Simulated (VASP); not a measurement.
Here is a VASP 6.6.1 calculation.

Contents of INCAR:

```
SYSTEM = LaLuAs2
PREC = Accurate
ENCUT = 520
EDIFF = 1E-6
ISMEAR = -1
SIGMA = 0.02
LREAL = .FALSE.
LASPH = .TRUE.
NELM = 80
ALGO = Normal
ISIF = 2
LWAVE = .FALSE.
LCHARG = .TRUE.
GGA = PE
LELF = .TRUE.
LVHAR = .TRUE.
NBANDS = 31
```

File KPOINTS:

```
Automatic mesh
0
G
  6 6 4
  0 0 0
```

File POSCAR:

```
LaLuAs2
1.0
    4.2288099163      0.0000000000      0.0000000000
    0.0000000000      4.2288099163      0.0000000000
    0.0000000000      0.0000000000      5.9544015886
La As Lu
1 2 1
Direct
    0.0000000000      0.0000000000      0.0000000000
    0.0000000000      0.0000000000      0.5000000000
    0.5000000000      0.5000000000      0.0000000000
    0.5000000000      0.5000000000      0.5000000000
```

Potentials or basis: VASP PAW PBE potentials, release 64 (La, As, Lu).

The run is started by

```sh
$ cat potpaw_PBE.64/La/POTCAR potpaw_PBE.64/As/POTCAR potpaw_PBE.64/Lu/POTCAR > POTCAR
$ mpirun -np 1 vasp_std > vasp.out
```

Problem. Estimate the pressure.

Solution. 0.0 GPa.

Problem. Estimate the band gap on the k mesh.

Solution. Zero (band 23 reaches 5.05 eV, above the bottom of band 24 at 4.59 eV).

Caveat: spin-orbit coupling is left out, which moves the levels of the heavy elements.
